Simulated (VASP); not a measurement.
# Si3Mo (P-6m2) in VASP: a series of runs

Runs on Si3Mo. Level: PBE. Tasks: single point, relaxation of cell and atoms.

Everything below comes from runs of VASP 6.6.1. Logs are shortened: lines on timing, memory, paths and dates and some standing lists are left out, and cuts for length are marked.

### 1 The cell of the first run

It takes space group P-6m2 (No. 187, hexagonal). Conventional cell: a = 2.645 Å, b = 2.645 Å, c = 9.503 Å, α = 90.00°, β = 90.00°, γ = 120.00°. Within 3.5 Å of Si (site symmetry -6m2) lie 12 Si at 2.65 to 2.79 Å. Within 3.5 Å of Si (site symmetry 3m) lie 9 Si at 2.65 to 2.79 Å and 3 Mo at 2.86 Å. Mo (site symmetry -6m2) has 6 Mo at 2.65 Å and 6 Si at 2.86 Å within 3.5 Å.

### 2 Single point, PBE

Input file INCAR:

```
PREC = Accurate
ENCUT = 520
EDIFF = 1E-6
ISMEAR = 0
SIGMA = 0.1
LREAL = False
LASPH = True
NELM = 100
ALGO = Normal
ISIF = 2
LWAVE = False
LCHARG = True
GGA = PE
LELF = True
LVHAR = True
NBANDS = 21
```

Input file KPOINTS:

```
regular mesh
0
Gamma
  6 6 2
```

Input file POSCAR:

```
Si3Mo
1.0
    2.6451923600      0.0000000000      0.0000000000
   -1.3225961800      2.2908037900      0.0000000000
    0.0000000000      0.0000000000      9.5030495100
Si Mo
3 1
Direct
    0.0000000000      0.0000000000      0.0000000000
    0.3333333300      0.6666666700      0.7547884000
    0.3333333300      0.6666666700      0.2452116000
    0.0000000000      0.0000000000      0.5000000000
```

Potentials or basis: VASP PAW PBE potentials, release 64 (Si, Mo_sv).

Launch:

```console
$ cat potpaw_PBE.64/Si/POTCAR potpaw_PBE.64/Mo_sv/POTCAR > POTCAR
$ mpirun -np 1 vasp_std > vasp.out
```

OUTCAR:

```text
PREC = Accurate
   ENCUT = 520
   EDIFF = 1E-6
   ISMEAR = 0
   LREAL = False
   LASPH = True
   NELM = 100
   ISIF = 2
   GGA = PE

 ion  position               nearest neighbor table
   1  0.000  0.000  0.000-   2 2.79   3 2.79   2 2.79   3 2.79   2 2.79   3 2.79
   2  0.333  0.667  0.755-   1 2.79   1 2.79   1 2.79   4 2.86   4 2.86   4 2.86
   3  0.333  0.667  0.245-   1 2.79   1 2.79   1 2.79   4 2.86   4 2.86   4 2.86
   4  0.000  0.000  0.500-   2 2.86   3 2.86   2 2.86   3 2.86   2 2.86   3 2.86

  LATTYP: Found a hexagonal cell.
 ALAT       =     2.6451923600
 C/A-ratio  =     3.5925740803

  Lattice vectors:

 A1 = (   2.6451923600,   0.0000000000,   0.0000000000)
 A2 = (  -1.3225961800,   2.2908037900,   0.0000000000)
 A3 = (   0.0000000000,   0.0000000000,   9.5030495100)

Analysis of symmetry for initial positions (statically):
=====================================================================
 Subroutine PRICEL returns:
 Original cell was already a primitive cell.

 Routine SETGRP: Setting up the symmetry group for a
 hexagonal supercell.

 Subroutine GETGRP returns: Found 12 space group operations
 (whereof 12 operations were pure point group operations)
 out of a pool of 24 trial point group operations.

The static configuration has the point symmetry D_3h.

Analysis of symmetry for dynamics (positions and initial velocities):
=====================================================================
 Subroutine PRICEL returns:
 Original cell was already a primitive cell.

 Routine SETGRP: Setting up the symmetry group for a
 hexagonal supercell.

 Subroutine GETGRP returns: Found 12 space group operations
 (whereof 12 operations were pure point group operations)
 out of a pool of 24 trial point group operations.

The dynamic configuration has the point symmetry D_3h.

 Subroutine INISYM returns: Found 12 space group operations
 (whereof 12 operations are pure point group operations),
 and found     1 'primitive' translations

----------------------------------------------------------------------------------------

                                     Primitive cell

  volume of cell :      57.5848

  direct lattice vectors                    reciprocal lattice vectors
     2.645192360  0.000000000  0.000000000     0.378044340  0.218264001  0.000000000
    -1.322596180  2.290803790  0.000000000     0.000000000  0.436528001  0.000000000
     0.000000000  0.000000000  9.503049510     0.000000000  0.000000000  0.105229379

  length of vectors
     2.645192360  2.645192367  9.503049510     0.436528003  0.436528001  0.105229379

  position of ions in fractional coordinates (direct lattice)
     0.000000000  0.000000000  0.000000000
     0.333333330  0.666666670  0.754788400
     0.333333330  0.666666670  0.245211600
     0.000000000  0.000000000  0.500000000

  ion indices of the primitive-cell ions
   primitive index   ion index
                 1           1
                 2           2
                 3           3
                 4           4

----------------------------------------------------------------------------------------

 KPOINTS: regular mesh

Automatic generation of k-mesh.
 Grid dimensions read from file:
 generate k-points for:    6    6    2

 Generating k-lattice:

  Cartesian coordinates                     Fractional coordinates (reciprocal lattice)
     0.063007390  0.036377333  0.000000000     0.166666667  0.000000000  0.000000000
     0.000000000  0.072754667  0.000000000     0.000000000  0.166666667  0.000000000
     0.000000000  0.000000000  0.052614690     0.000000000  0.000000000  0.500000000

  Length of vectors
     0.072754667  0.072754667  0.052614690

  Shift w.r.t. Gamma in fractional coordinates (k-lattice)
     0.000000000  0.000000000  0.000000000

 Subroutine IBZKPT returns following result:
 ===========================================

 Found     14 irreducible k-points:

 Following reciprocal coordinates:
            Coordinates               Weight
  0.000000  0.000000  0.000000      1.000000
  0.166667  0.000000  0.000000      6.000000
  0.333333  0.000000  0.000000      6.000000
  0.500000  0.000000  0.000000      3.000000
  0.166667  0.166667  0.000000      6.000000
  0.333333  0.166667  0.000000     12.000000
  0.333333  0.333333  0.000000      2.000000
  0.000000  0.000000  0.500000      1.000000
  0.166667  0.000000  0.500000      6.000000
  0.333333  0.000000  0.500000      6.000000
  0.500000  0.000000  0.500000      3.000000
  0.166667  0.166667  0.500000      6.000000
  0.333333  0.166667  0.500000     12.000000
  0.333333  0.333333  0.500000      2.000000
   k-points           NKPTS =     14   k-points in BZ     NKDIM =     14   number of bands    NBANDS=     21
   number of dos      NEDOS =    301   number of ions     NIONS =      4
   total plane-waves  NPLWV =  28800
   dimension x,y,z NGX =    20 NGY =   20 NGZ =   72
   dimension x,y,z NGXF=    40 NGYF=   40 NGZF=  144
   ions per type =               3   1
   NGX,Y,Z   is equivalent  to a cutoff of  12.57, 12.57, 12.60 a.u.
   NGXF,Y,Z  is equivalent  to a cutoff of  25.14, 25.14, 25.19 a.u.
 SYSTEM =  unknown system
   PREC   = accura    normal or accurate (medium, high low for compatibility)
   ISTART =      0    job   : 0-new  1-cont  2-samecut
   ICHARG =      2    charge: 1-file 2-atom 10-const
   ISPIN  =      1    spin polarized calculation?
   LNONCOLLINEAR =      F non collinear calculations
   LSORBIT =      F    spin-orbit coupling
   LASPH  =      T    aspherical Exc in radial PAW
   ENCUT  =  520.0 eV  38.22 Ry    6.18 a.u.   4.92  4.92 17.67*2*pi/ulx,y,z
   NELM   =    100;   NELMIN=  2; NELMDL= -5     # of ELM steps
   EDIFF  = 0.1E-05   stopping-criterion for ELM
   LREAL  =      F    real-space projection
   EDIFFG = 0.1E-04   stopping-criterion for IOM
   NSW    =      0    number of steps for IOM
   IBRION =     -1    ionic relax: 0-MD 1-quasi-New 2-CG
   NFREE  =      0    steps in history (QN), initial steepest desc. (CG)
   ISIF   =      2    stress and relaxation
   ISYM   =      2    0-nonsym 1-usesym 2-fastsym
   POTIM  = 0.5000    time-step for ionic-motion
   TEBEG  =    0.0;   TEEND  =   0.0 temperature during run
   PSTRESS=    0.0 pullay stress
   NELECT =      26.0000    total number of electrons
   NUPDOWN=      -1.0000    fix difference up-down
   EMIN   =  10.00;   EMAX   =-10.00  energy-range for DOS
   EFERMI =   0.00;   METHOD = LEGACY
   ISMEAR =     0;   SIGMA  =   0.10  broadening in eV -4-tet -1-fermi 0-gaus
   EFERMI_NEDOS =   21; number of points for ismear=-14 and -15
   IALGO  =     38    algorithm
   IMIX   =      4    mixing-type and parameters
     AMIX     =   0.40;   BMIX     =  1.00
     AMIX_MAG =   1.60;   BMIX_MAG =  1.00
  volume/ion in A,a.u.               =      14.40        97.15
  Fermi-wavevector in a.u.,A,eV,Ry     =   1.255924  2.373352 21.461070  1.577344
  Thomas-Fermi vector in A             =   2.389657
   LORBIT       =      0    0 simple, 1 ext, 2 COOP (PROOUT), +10 PAW based schemes
   GGA     = PE    functional components
   LHFCALC =     F    Hartree Fock is set to
   AEXX    =    0.0000 exact exchange contribution
   IVDW    =     0    specifies the selected vdW correction
   LEPSILON=     F    determine dielectric tensor
   LRPA    =     F    only Hartree local field effects (RPA)
 non-spin polarized calculation
 Gauss-broadening in eV      SIGMA  =   0.10
  energy-cutoff  :      520.00
  volume of cell :       57.58
 maximum number of plane-waves:      1578
 NGX is ok and might be reduce to    20
   NGX =  9   NGY =  9   NGZ = 35

 number of electron      26.0000000 magnetization

 Free energy of the ion-electron system (eV)
  ---------------------------------------------------
  ext. energy  EPLUGINS =         0.00000000
  ---------------------------------------------------
  free energy    TOTEN  =       -25.10390541 eV

  energy without entropy =      -25.07868100  energy(sigma->0) =      -25.09129320

 E-fermi :  11.3087     XC(G=0): -11.8714

 val. band max:       11.2881221787   @ k =   0.3333   0.3333   0.5000
 cond. band min:      11.3250673128   @ k =   0.3333   0.1667   0.5000
 fundamental gap:      0.0369451340
 Fermi energy:        11.3086702645

 k-point     1 :       0.0000    0.0000    0.0000
  band No.  band energies     occupation
      1     -50.0141      2.00000
      2     -24.1820      2.00000
      3     -23.0911      2.00000
      4     -23.0911      2.00000
      5      -3.0567      2.00000
      6      -1.5396      2.00000
[... 13 lines left out ...]
     20      22.2254      0.00000
     21      22.3534      0.00000

 k-point     2 :       0.1667    0.0000    0.0000
  band No.  band energies     occupation
      1     -49.9351      2.00000
      2     -24.1060      2.00000
      3     -23.5670      2.00000
      4     -23.1979      2.00000
      5      -2.2869      2.00000
      6      -0.8063      2.00000
[... 13 lines left out ...]
     20      18.6142      0.00000
     21      19.8596      0.00000

 k-point     3 :       0.3333    0.0000    0.0000
  band No.  band energies     occupation
      1     -49.7734      2.00000
      2     -24.4625      2.00000
      3     -23.9510      2.00000
      4     -23.4058      2.00000
      5      -0.0033      2.00000
      6       1.3490      2.00000
[... 13 lines left out ...]
     20      17.6586      0.00000
     21      18.0707      0.00000

 k-point     4 :       0.5000    0.0000    0.0000
  band No.  band energies     occupation
      1     -49.6906      2.00000
      2     -24.8867      2.00000
      3     -23.8720      2.00000
      4     -23.5072      2.00000
      5       3.4849      2.00000
      6       3.9806      2.00000
[... 13 lines left out ...]
     20      17.4706      0.00000
     21      17.6812      0.00000

 k-point     5 :       0.1667    0.1667    0.0000
  band No.  band energies     occupation
      1     -49.8144      2.00000
      2     -24.1571      2.00000
      3     -23.9902      2.00000
      4     -23.4518      2.00000
      5      -0.7598      2.00000
      6       0.6406      2.00000
[... 13 lines left out ...]
     20      16.2696      0.00000
     21      17.3176      0.00000

 k-point     6 :       0.3333    0.1667    0.0000
  band No.  band energies     occupation
      1     -49.6909      2.00000
      2     -24.6670      2.00000
      3     -23.8723      2.00000
      4     -23.7609      2.00000
      5       2.2444      2.00000
      6       3.4183      2.00000
[... 13 lines left out ...]
     20      15.9292      0.00000
     21      16.0963      0.00000

 k-point     7 :       0.3333    0.3333    0.0000
  band No.  band energies     occupation
      1     -49.6495      2.00000
      2     -24.3658      2.00000
      3     -24.3585      2.00000
      4     -23.8329      2.00000
      5       5.6973      2.00000
      6       5.7195      2.00000
[... 13 lines left out ...]
     20      15.3588      0.00000
     21      16.2852      0.00000

 k-point     8 :       0.0000    0.0000    0.5000
  band No.  band energies     occupation
      1     -50.0141      2.00000
      2     -24.1820      2.00000
      3     -23.0911      2.00000
      4     -23.0911      2.00000
      5      -2.9807      2.00000
      6      -1.8119      2.00000
[... 13 lines left out ...]
     20      22.2303      0.00000
     21      22.2414      0.00000

 k-point     9 :       0.1667    0.0000    0.5000
  band No.  band energies     occupation
      1     -49.9351      2.00000
      2     -24.1059      2.00000
      3     -23.5670      2.00000
      4     -23.1979      2.00000
      5      -2.2211      2.00000
      6      -1.0390      2.00000
[... 13 lines left out ...]
     20      19.5998      0.00000
     21      19.7472      0.00000

 k-point    10 :       0.3333    0.0000    0.5000
  band No.  band energies     occupation
      1     -49.7734      2.00000
      2     -24.4625      2.00000
      3     -23.9510      2.00000
      4     -23.4058      2.00000
      5       0.0340      2.00000
      6       1.2308      2.00000
[... 13 lines left out ...]
     20      17.0912      0.00000
     21      17.6396      0.00000

 k-point    11 :       0.5000    0.0000    0.5000
  band No.  band energies     occupation
      1     -49.6905      2.00000
      2     -24.8867      2.00000
      3     -23.8720      2.00000
      4     -23.5072      2.00000
      5       3.4930      2.00000
      6       3.8791      2.00000
[... 13 lines left out ...]
     20      16.9156      0.00000
     21      16.9271      0.00000

 k-point    12 :       0.1667    0.1667    0.5000
  band No.  band energies     occupation
      1     -49.8144      2.00000
      2     -24.1571      2.00000
      3     -23.9902      2.00000
      4     -23.4518      2.00000
      5      -0.7131      2.00000
      6       0.4837      2.00000
[... 13 lines left out ...]
     20      16.5411      0.00000
     21      16.7122      0.00000

 k-point    13 :       0.3333    0.1667    0.5000
  band No.  band energies     occupation
      1     -49.6909      2.00000
      2     -24.6670      2.00000
      3     -23.8723      2.00000
      4     -23.7609      2.00000
      5       2.2489      2.00000
      6       3.4452      2.00000
[... 13 lines left out ...]
     20      15.4202      0.00000
     21      15.9196      0.00000

 k-point    14 :       0.3333    0.3333    0.5000
  band No.  band energies     occupation
      1     -49.6495      2.00000
      2     -24.3658      2.00000
      3     -24.3585      2.00000
      4     -23.8329      2.00000
      5       5.5169      2.00000
      6       5.8625      2.00000
[... 13 lines left out ...]
     20      15.6317      0.00000
     21      15.7452      0.00000

------------------------ aborting loop because EDIFF is reached ----------------------------------------

  FORCE on cell =-STRESS in cart. coord.  units (eV):
  Direction    XX          YY          ZZ          XY          YZ          ZX
  --------------------------------------------------------------------------------------
  -------------------------------------------------------------------------------------
  Total        3.6939837      3.6939838     -4.4796040      0.0000000      0.0000000     -0.0000000
  in kB      102.7773503    102.7773510   -124.6355858      0.0000000      0.0000000     -0.0000000
  external PRESSURE =      26.9730385 kB  Pullay stress =       0.0000000 kB

 VOLUME and BASIS-vectors are now :
 -----------------------------------------------------------------------------
  energy-cutoff  :      520.00
  volume of cell :       57.58
      direct lattice vectors                 reciprocal lattice vectors
     2.645192360  0.000000000  0.000000000     0.378044340  0.218264001  0.000000000
    -1.322596180  2.290803790  0.000000000     0.000000000  0.436528001  0.000000000
     0.000000000  0.000000000  9.503049510     0.000000000  0.000000000  0.105229379

 POSITION                                       TOTAL-FORCE (eV/Angst)
 -----------------------------------------------------------------------------------
      0.00000      0.00000      0.00000         0.000000     -0.000000      0.000000
     -0.00000      1.52720      7.17279        -0.000000     -0.000000     -0.695845
     -0.00000      1.52720      2.33026        -0.000000     -0.000000      0.695845
      0.00000      0.00000      4.75152         0.000000      0.000000      0.000000
 -----------------------------------------------------------------------------------
    total drift:                                0.000001     -0.000000      0.000000

  FREE ENERGIE OF THE ION-ELECTRON SYSTEM (eV)
  ---------------------------------------------------
  free  energy   TOTEN  =       -25.1039054068 eV

  energy  without entropy=      -25.0786809971  energy(sigma->0) =      -25.09129320
```

It took 19 s on 1 thread of Intel Xeon Platinum 8259CL at 2.50GHz (Skylake/Cascade Lake), shared host; peak memory 0.17 GiB.

What came out:

* Free energy: -25.1039 eV
* Pressure: 2.7 GPa
* Largest force: 0.696 eV/Å
* Band gap on the k mesh: zero (band 13 reaches 13.24 eV, above the bottom of band 14 at 9.44 eV)

Forces in eV/Å, atoms in the order of the input:
```
Si   0.000  0.000  0.000
Si   0.000  0.000 -0.696
Si   0.000  0.000  0.696
Mo   0.000  0.000  0.000
```

Caveat: the k points lie up to 0.46 Å⁻¹ apart.

(Part 1 of 2 ends here.)
